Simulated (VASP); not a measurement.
# CaO (I4/mmm) in VASP: a series of runs

CaO is run at these levels: LDA; tasks: single point.

Everything below comes from runs of VASP 6.6.1. Logs are shortened: lines on timing, memory, paths and dates and some standing lists are left out, and cuts for length are marked.

## (1) The cell of the first run

It takes space group I4/mmm (No. 139, tetragonal). Conventional cell: a = 3.346 Å, b = 3.346 Å, c = 4.696 Å, α = 90.00°, β = 90.00°, γ = 90.00°. Ca (site symmetry 4/mmm) has 6 O at 2.35 to 2.37 Å within 3.1 Å. Within 3.1 Å of O (site symmetry 4/mmm) lie 6 Ca at 2.35 to 2.37 Å.

## (2) Single point, LDA (film at in-plane strain +0.005)

INCAR

```
SYSTEM = CaO
PREC     = Accurate       ! precision mode
ENCUT    = 520            ! plane-wave cutoff, eV
EDIFF    = 1E-6           ! SCF threshold, eV
ISMEAR   = 0              ! smearing method
SIGMA    = 0.01           ! smearing width, eV
LREAL    = .False.        ! projectors in reciprocal space
LASPH    = .True.         ! aspherical terms in the spheres
NELM     = 60             ! most SCF steps
ALGO     = Normal         ! electronic algorithm
ISIF     = 2              ! what is computed and relaxed
LWAVE    = .False.        ! write WAVECAR
LCHARG   = .True.         ! write CHGCAR
GGA      = CA             ! functional
LELF     = .True.         ! ELF
LVHAR    = .True.       
NBANDS   = 15             ! bands
```

KPOINTS

```
regular mesh
0
Gamma
  8 8 8
  0 0 0
```

POSCAR

```
CaO
1.0
    2.3657195676      2.3657195676      0.0000000000
   -2.3657195676      2.3657195676      0.0000000000
    0.0000000000      2.3657195676      2.3478900191
Ca O
1 1
Direct
    0.0000000000      0.0000000000      0.0000000000
    0.5000000000      0.5000000000      0.0000000000
```

Potentials or basis: VASP PAW LDA potentials, release 64 (Ca_sv, O).

Command:

```
cat potpaw_LDA.64/Ca_sv/POTCAR potpaw_LDA.64/O/POTCAR > POTCAR
mpirun -np 1 vasp_std > vasp.out
```

OUTCAR:

```text
SYSTEM = CaO
   PREC = Accurate
   ENCUT = 520
   EDIFF = 1E-6
   ISMEAR = 0
   LREAL = .False.
   LASPH = .True.
   NELM = 60
   ISIF = 2
   GGA = CA

 ion  position               nearest neighbor table
   1  0.000  0.000  0.000-   2 2.35   2 2.35   2 2.37   2 2.37   2 2.37   2 2.37
   2  0.500  0.500  0.000-   1 2.35   1 2.35   1 2.37   1 2.37   1 2.37   1 2.37

  LATTYP: Found a body centered tetragonal cell.
 ALAT       =     3.3456326973
 C/A-ratio  =     1.4035551607

  Lattice vectors:

 A1 = (   2.3657195676,   0.0000000000,  -2.3478900191)
 A2 = (  -2.3657195676,   0.0000000000,  -2.3478900191)
 A3 = (   0.0000000000,   2.3657195676,   2.3478900191)

Analysis of symmetry for initial positions (statically):
=====================================================================
 Subroutine PRICEL returns:
 Original cell was already a primitive cell.

 Routine SETGRP: Setting up the symmetry group for a
 body centered tetragonal supercell.

 Subroutine GETGRP returns: Found 16 space group operations
 (whereof 16 operations were pure point group operations)
 out of a pool of 16 trial point group operations.

The static configuration has the point symmetry D_4h.

Analysis of symmetry for dynamics (positions and initial velocities):
=====================================================================
 Subroutine PRICEL returns:
 Original cell was already a primitive cell.

 Routine SETGRP: Setting up the symmetry group for a
 body centered tetragonal supercell.

 Subroutine GETGRP returns: Found 16 space group operations
 (whereof 16 operations were pure point group operations)
 out of a pool of 16 trial point group operations.

The dynamic configuration has the point symmetry D_4h.

 Subroutine INISYM returns: Found 16 space group operations
 (whereof 16 operations are pure point group operations),
 and found     1 'primitive' translations

----------------------------------------------------------------------------------------

                                     Primitive cell

  volume of cell :      26.2805

  direct lattice vectors                    reciprocal lattice vectors
     2.365719568  2.365719568  0.000000000     0.211352185  0.211352185 -0.212957164
    -2.365719568  2.365719568  0.000000000    -0.211352185  0.211352185 -0.212957164
     0.000000000  2.365719568  2.347890019     0.000000000  0.000000000  0.425914328

  length of vectors
     3.345632697  3.345632697  3.333049147     0.367001698  0.367001698  0.425914328

  position of ions in fractional coordinates (direct lattice)
     0.000000000  0.000000000  0.000000000
     0.500000000  0.500000000  0.000000000

[... 84 lines left out ...]
   POTIM  = 0.5000    time-step for ionic-motion
   TEBEG  =    0.0;   TEEND  =   0.0 temperature during run
   PSTRESS=    0.0 pullay stress
   NELECT =      16.0000    total number of electrons
   NUPDOWN=      -1.0000    fix difference up-down
   EMIN   =  10.00;   EMAX   =-10.00  energy-range for DOS
   EFERMI =   0.00;   METHOD = LEGACY
   ISMEAR =     0;   SIGMA  =   0.01  broadening in eV -4-tet -1-fermi 0-gaus
   EFERMI_NEDOS =   21; number of points for ismear=-14 and -15
   IALGO  =     38    algorithm
   IMIX   =      4    mixing-type and parameters
     AMIX     =   0.40;   BMIX     =  1.00
     AMIX_MAG =   1.60;   BMIX_MAG =  1.00
  volume/ion in A,a.u.               =      13.14        88.67
  Fermi-wavevector in a.u.,A,eV,Ry     =   1.387512  2.622017 26.193793  1.925189
  Thomas-Fermi vector in A             =   2.511726
   LORBIT       =      0    0 simple, 1 ext, 2 COOP (PROOUT), +10 PAW based schemes
   GGA     = CA    functional components
   LHFCALC =     F    Hartree Fock is set to
   AEXX    =    0.0000 exact exchange contribution
   IVDW    =     0    specifies the selected vdW correction
   LEPSILON=     F    determine dielectric tensor
   LRPA    =     F    only Hartree local field effects (RPA)
 non-spin polarized calculation
 Gauss-broadening in eV      SIGMA  =   0.01
  energy-cutoff  :      520.00
  volume of cell :       26.28
 maximum number of plane-waves:       725
 NGX is ok and might be reduce to    28
   NGX = 13   NGY = 13   NGZ = 13

 number of electron      15.9999998 magnetization

 Free energy of the ion-electron system (eV)
  ---------------------------------------------------
  ext. energy  EPLUGINS =         0.00000000
  ---------------------------------------------------
  free energy    TOTEN  =       -14.22053676 eV

  energy without entropy =      -14.22053676  energy(sigma->0) =      -14.22053676

 E-fermi :   2.5251     XC(G=0): -11.3006

 val. band max:        2.3565543902   @ k =   0.0000   0.0000   0.0000
 cond. band min:       5.7484563295   @ k =   0.0000   0.0000   0.5000
 fundamental gap:      3.3919019393
 Fermi energy:         2.5250784177

 k-point     1 :       0.0000    0.0000    0.0000
  band No.  band energies     occupation
      1     -34.5099      2.00000
      2     -15.5107      2.00000
      3     -15.5107      2.00000
      4     -15.5080      2.00000
      5     -12.9759      2.00000
      6       2.3323      2.00000
      7       2.3323      2.00000
      8       2.3566      2.00000
      9       7.3564      0.00000
     10       8.5543      0.00000
     11       8.5543      0.00000
     12       8.6105      0.00000
     13      10.1970      0.00000
     14      10.2751      0.00000
[... 401 lines left out ...]
      2     -16.4921      2.00000
      3     -15.6657      2.00000
      4     -15.5411      2.00000
      5     -11.9375      2.00000
      6       0.3049      2.00000
      7       1.2670      2.00000
      8       1.6490      2.00000
      9       8.5529      0.00000
     10       9.7535      0.00000
     11       9.8933      0.00000
     12      10.6510      0.00000
     13      12.0411      0.00000
     14      12.4492      0.00000
     15      18.6159      0.00000

 [... further k-points ...]
[... 5 lines left out ...]
  --------------------------------------------------------------------------------------
  -------------------------------------------------------------------------------------
  Total       -0.0751447     -0.0751447      0.1751898      0.0000000     -0.0000000      0.0000000
  in kB       -4.5811504     -4.5811504     10.6803434      0.0000000     -0.0000000      0.0000000
  external PRESSURE =       0.5060142 kB  Pullay stress =       0.0000000 kB

 VOLUME and BASIS-vectors are now :
 -----------------------------------------------------------------------------
  energy-cutoff  :      520.00
  volume of cell :       26.28
      direct lattice vectors                 reciprocal lattice vectors
     2.365719568  2.365719568  0.000000000     0.211352185  0.211352185 -0.212957164
    -2.365719568  2.365719568  0.000000000    -0.211352185  0.211352185 -0.212957164
     0.000000000  2.365719568  2.347890019     0.000000000  0.000000000  0.425914328

 POSITION                                       TOTAL-FORCE (eV/Angst)
 -----------------------------------------------------------------------------------
      0.00000      0.00000      0.00000         0.000000     -0.000000      0.000000
      0.00000      2.36572      0.00000        -0.000000      0.000000      0.000000
 -----------------------------------------------------------------------------------
    total drift:                               -0.000000      0.000000     -0.000000

  FREE ENERGIE OF THE ION-ELECTRON SYSTEM (eV)
  ---------------------------------------------------
  free  energy   TOTEN  =       -14.2205367572 eV

  energy  without entropy=      -14.2205367572  energy(sigma->0) =      -14.22053676
```

OSZICAR:

```text
N       E                     dE             d eps       ncg     rms          rms(c)
DAV:   1     0.125466738121E+03    0.12547E+03   -0.84899E+03  1778   0.110E+03
DAV:   2    -0.107703784937E+02   -0.13624E+03   -0.12688E+03  2226   0.294E+02
DAV:   3    -0.158071581942E+02   -0.50368E+01   -0.50035E+01  2092   0.587E+01
DAV:   4    -0.159346595233E+02   -0.12750E+00   -0.12745E+00  2515   0.828E+00
DAV:   5    -0.159363799968E+02   -0.17205E-02   -0.17205E-02  2015   0.909E-01    0.846E+00
DAV:   6    -0.143645980223E+02    0.15718E+01   -0.47266E+00  1981   0.218E+01    0.360E+00
DAV:   7    -0.142557838589E+02    0.10881E+00   -0.39692E-01  2022   0.673E+00    0.179E+00
DAV:   8    -0.142213805557E+02    0.34403E-01   -0.77161E-02  2260   0.286E+00    0.360E-01
DAV:   9    -0.142204269864E+02    0.95357E-03   -0.39264E-03  1967   0.503E-01    0.923E-02
DAV:  10    -0.142205488012E+02   -0.12181E-03   -0.23806E-04  2411   0.143E-01    0.283E-02
DAV:  11    -0.142205376455E+02    0.11156E-04   -0.18348E-05  2295   0.512E-02    0.870E-03
DAV:  12    -0.142205367572E+02    0.88826E-06   -0.35016E-06  2113   0.211E-02
   1 F= -.14220537E+02 E0= -.14220537E+02  d E =-.502356-128
```

Run time: 11 s. Hardware: 1 thread of Intel Xeon 6975P-C (Granite Rapids), shared host; peak memory 0.15 GiB.

What came out:

```yaml
Free_energy: -14.2205 eV
Pressure: 0.1 GPa
Band_gap_on_the_k_mesh: 3.39 eV, indirect (least direct gap 3.78 eV)
```

Caveat: the cell differs from its parent crystal (film at in-plane strain +0.005).

## (3) Single point, LDA (in-plane strain +0.01, then relaxed in part)

INCAR

```
SYSTEM = CaO
ALGO     = Normal         ! electronic algorithm
EDIFF    = 1E-7           ! SCF threshold, eV
ENCUT    = 520            ! plane-wave cutoff, eV
GGA      = CA             ! functional
ISIF     = 2              ! what is computed and relaxed
ISMEAR   = 0              ! smearing method
LASPH    = .TRUE.         ! aspherical terms in the spheres
LCHARG   = .FALSE.        ! write CHGCAR
LREAL    = .FALSE.        ! projectors in reciprocal space
LWAVE    = .FALSE.        ! write WAVECAR
NBANDS   = 15             ! bands
NELM     = 80             ! most SCF steps
PREC     = Accurate       ! precision mode
SIGMA    = 0.01           ! smearing width, eV
```

KPOINTS

```
k-points
0
G
  8 8 8
  0 0 0
```

POSCAR

```
CaO
1.0
    2.3774893167      2.3774893167      0.0000000000
   -2.3774893167      2.3774893167      0.0000000000
    0.0000000000      2.3774893167      2.3425917474
Ca O
1 1
Direct
    0.0000000000      0.0000000000      0.0000000000
    0.5000000000      0.5000000000      0.0000000000
```

Potentials or basis: VASP PAW LDA potentials, release 64 (Ca_sv, O).

Command:

```
cat potpaw_LDA.64/Ca_sv/POTCAR potpaw_LDA.64/O/POTCAR > POTCAR
mpirun -np 1 vasp_std > vasp.out
```

Run time: 13 s. Hardware: 1 thread of Intel Xeon 6975P-C (Granite Rapids), shared host; peak memory 0.16 GiB.

Results (log left out):

* Free energy: -14.2184 eV
* Pressure: -0.9 GPa
* Band gap on the k mesh: 3.37 eV, indirect (least direct gap 3.77 eV)

Stress tensor (GPa, compression positive):
```
-1.86  0.00  0.00
 0.00 -1.86  0.00
 0.00  0.00  1.04
```

Levels at points of the mesh, in eV from the valence-band top:
```csv
k point,band 6,band 7,band 8,band 9,band 10,band 11
"(0.00, 0.00, 0.00)",-0.05,-0.05,0.00,4.91,6.15,6.15
"(0.50, 0.00, 0.00)",-2.86,-1.36,-1.36,7.14,8.52,8.54
"(0.50, 0.50, 0.00)",-1.35,-0.40,-0.36,3.42,8.33,9.12
"(0.00, 0.00, 0.50)",-1.25,-0.42,-0.42,3.37,8.36,9.11
```

Caveat: the cell differs from its parent crystal (in-plane strain +0.01, then relaxed in part).

## (4) Single point, LDA (in-plane strain +0.01)

INCAR

```
SYSTEM = CaO
PREC = Accurate
ENCUT = 520
EDIFF = 1E-7
ISMEAR = 0
SIGMA = 0.01
LREAL = .FALSE.
LASPH = .TRUE.
NELM = 80
ALGO = Normal
ISIF = 2
LWAVE = .FALSE.
LCHARG = .TRUE.
GGA = CA
LELF = .TRUE.
LVHAR = .TRUE.
NBANDS = 15
```

KPOINTS

```
Automatic mesh
0
G
  8 8 8
  0 0 0
```

Edit POSCAR of step 3 so:

```diff
@@ -4,3 +4,3 @@
    -2.3774893167      2.3774893167      0.0000000000
-    0.0000000000      2.3774893167      2.3425917474
+    0.0000000000      2.3774893167      2.3398261196
 Ca O
```

Command:

```
cat potpaw_LDA.64/Ca_sv/POTCAR potpaw_LDA.64/O/POTCAR > POTCAR
mpirun -np 1 vasp_std > vasp.out
```

It took 13 s on 1 thread of Intel Xeon 6975P-C (Granite Rapids), shared host; peak memory 0.15 GiB.

Results (log left out):

- Free energy: -14.2182 eV
- Pressure: -0.7 GPa
- Band gap on the k mesh: 3.36 eV, indirect (least direct gap 3.77 eV)

Stress tensor (GPa, compression positive):
```
-1.79  0.00  0.00
 0.00 -1.79  0.00
 0.00  0.00  1.37
```

Levels at points of the mesh, in eV from the valence-band top:
```
           k point  band 6  band 7  band 8  band 9  band 10  band 11
(0.00, 0.00, 0.00)   -0.05   -0.05    0.00    4.92     6.15     6.15
(0.50, 0.00, 0.00)   -2.86   -1.37   -1.37    7.14     8.53     8.54
(0.50, 0.50, 0.00)   -1.35   -0.41   -0.36    3.41     8.33     9.13
(0.00, 0.00, 0.50)   -1.24   -0.43   -0.43    3.36     8.37     9.12
```

Caveat: the cell differs from its parent crystal (in-plane strain +0.01). A k mesh can miss the band edges.

## (5) Single point, LDA (film at in-plane strain +0.01)

INCAR

```
PREC = Accurate ; ENCUT = 520
EDIFF = 1E-7 ; ISMEAR = 0
SIGMA = 0.01 ; LREAL = F
LASPH = T ; NELM = 60
ALGO = Normal ; ISIF = 2
LWAVE = F ; LCHARG = F
NBANDS = 15
```

KPOINTS

```
Automatic mesh
0
Gamma
  8 8 8
```

Edit POSCAR of step 4 so:

```diff
@@ -4,3 +4,3 @@
    -2.3774893167      2.3774893167      0.0000000000
-    0.0000000000      2.3774893167      2.3398261196
+    0.0000000000      2.3774893167      2.3425917474
 Ca O
```

Command:

```
cat potpaw_LDA.64/Ca_sv/POTCAR potpaw_LDA.64/O/POTCAR > POTCAR
mpirun -np 1 vasp_std > vasp.out
```

It took 11 s on 1 thread of Intel Xeon 6975P-C (Granite Rapids), shared host; peak memory 0.16 GiB.

Results (log left out):

* Free energy: -14.2184 eV
* Pressure: -0.9 GPa
* Band gap on the k mesh: 3.37 eV, indirect (least direct gap 3.77 eV)

Stress tensor (GPa, compression positive):
```
-1.86  0.00  0.00
 0.00 -1.86  0.00
 0.00  0.00  1.04
```

Levels at points of the mesh, in eV from the valence-band top:
| k point | band 5 | band 6 | band 7 | band 8 | band 9 | band 10 | band 11 | band 12 |
| --- | --- | --- | --- | --- | --- | --- | --- | --- |
| (0.00, 0.00, 0.00) | -15.33 | -0.05 | -0.05 | 0.00 | 4.91 | 6.15 | 6.15 | 6.26 |
| (0.50, 0.00, 0.00) | -13.86 | -2.86 | -1.36 | -1.36 | 7.14 | 8.52 | 8.54 | 8.64 |
| (0.50, 0.50, 0.00) | -15.09 | -1.35 | -0.40 | -0.36 | 3.42 | 8.33 | 9.12 | 9.77 |
| (0.00, 0.00, 0.50) | -15.09 | -1.25 | -0.42 | -0.42 | 3.37 | 8.36 | 9.11 | 9.83 |

Caveat: the cell differs from its parent crystal (film at in-plane strain +0.01). A k mesh can miss the band edges.

## (6) Single point, LDA (in-plane strain +0.02, then relaxed in part)

INCAR

```
SYSTEM = CaO
  PREC = Accurate
  ENCUT = 520
  EDIFF = 1E-6
  ISMEAR = 0
  SIGMA = 0.01
  LREAL = .FALSE.
  LASPH = .TRUE.
  NELM = 80
  ALGO = Normal
  ISIF = 2
  LWAVE = .FALSE.
  LCHARG = .TRUE.
  LELF = .TRUE.
  LVHAR = .TRUE.
  NBANDS = 15
```

KPOINTS

```
regular mesh
0
G
  8 8 8
  0 0 0
```

POSCAR

```
CaO
1.0
    2.4010288149      2.4010288149      0.0000000000
   -2.4010288149      2.4010288149      0.0000000000
    0.0000000000      2.4010288149      2.3317543913
Ca O
1 1
Direct
    0.0000000000      0.0000000000      0.0000000000
    0.5000000000      0.5000000000      0.0000000000
```

Potentials or basis: VASP PAW LDA potentials, release 64 (Ca_sv, O).

Command:

```
cat potpaw_LDA.64/Ca_sv/POTCAR potpaw_LDA.64/O/POTCAR > POTCAR
mpirun -np 1 vasp_std > vasp.out
```

Wall time 11 s (1 thread of Intel Xeon 6975P-C (Granite Rapids), shared host); peak memory 0.15 GiB.

It converged, with:

* Free energy: -14.2078 eV
* Pressure: -2.5 GPa
* Band gap on the k mesh: 3.32 eV, indirect (least direct gap 3.77 eV)

Stress tensor (GPa, compression positive):
```
-4.31  0.00  0.00
 0.00 -4.31  0.00
 0.00  0.00  1.11
```

Levels at points of the mesh, in eV from the valence-band top:
| k point | band 4 | band 5 | band 6 | band 7 | band 8 | band 9 | band 10 | band 11 | band 12 | band 13 |
| --- | --- | --- | --- | --- | --- | --- | --- | --- | --- | --- |
| (0.00, 0.00, 0.00) | -18.01 | -15.33 | -0.09 | -0.09 | 0.00 | 4.73 | 6.06 | 6.06 | 6.27 | 7.60 |
| (0.50, 0.00, 0.00) | -18.05 | -13.92 | -2.85 | -1.36 | -1.36 | 7.04 | 8.42 | 8.44 | 8.49 | 10.49 |
| (0.50, 0.50, 0.00) | -18.25 | -15.09 | -1.41 | -0.44 | -0.36 | 3.42 | 8.15 | 9.04 | 9.58 | 9.79 |
| (0.00, 0.00, 0.50) | -18.31 | -15.08 | -1.22 | -0.48 | -0.48 | 3.32 | 8.23 | 9.00 | 9.70 | 9.70 |

Caveat: the cell differs from its parent crystal (in-plane strain +0.02, then relaxed in part).

## (7) Summary

```csv
cell,gap on the mesh (eV),pressure (GPa)
"a = 3.346, b = 3.346, c = 3.333 Å, angles 59.9, 59.9, 90.0°, 2 atoms",3.39,0.1
"a = 3.362, b = 3.362, c = 3.338 Å, angles 59.8, 59.8, 90.0°, 2 atoms",3.37,-0.9
"a = 3.362, b = 3.362, c = 3.336 Å, angles 59.7, 59.7, 90.0°, 2 atoms",3.36,-0.7
"a = 3.396, b = 3.396, c = 3.347 Å, angles 59.5, 59.5, 90.0°, 2 atoms",3.32,-2.5
```

Alike in all rows: task single point; level LDA; potentials or basis VASP PAW LDA potentials, release 64 (Ca_sv, O); no spin polarisation; k mesh 8 × 8 × 8; cutoff (eV) 520; smearing gaussian 0.01 eV.

Absolute energies hang on the potentials; compare differences alone.
